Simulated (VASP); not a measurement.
Crystal: Ta2NbO3.

```xyz
6
Lattice="5.1507 0.0000 0.0000 -2.5754 4.4607 0.0000 0.0000 0.0000 3.2082" Properties=species:S:1:pos:R:3 pbc="T T T"
Ta    0.0000    2.9738    0.0000
Ta    2.5754    1.4869    0.0000
Nb    0.0000    0.0000    0.0000
O     2.5754    0.0000    1.6041
O     1.2877    2.2303    1.6041
O    -1.2877    2.2303    1.6041
```

Base run:

```yaml
Program: VASP 6.6.1
Functional: PBE
Potentials_or_basis: VASP PAW PBE potentials, release 64 (Ta_sv_GW, Nb_sv, O)
Cutoff: 600 eV
k_mesh: 6 × 6 × 6
Occupations: gaussian, width 0.1 eV
Spin: no spin polarisation
```

Its results: pressure -0.2 GPa.

Task: The run is repeated on the same cell with these changes: potentials or basis from VASP PAW PBE potentials, release 64 (Ta_sv_GW, Nb_sv, O) to VASP PAW PBE potentials, release 64 (Ta_pv, Nb_sv, O); cutoff from 600 eV to 520 eV; further incar settings from ALGO = Normal; EDIFF = 1e-06; NBANDS = 38 to ALGO = Normal; EDIFF = 1e-06; NBANDS = 36; valence electrons from 57 to 53. What comes out?

Result: Pressure 0.4 GPa.

Caveats: an odd number of electrons without spin polarisation forces a metal; a magnetic or distorted state may lie lower.
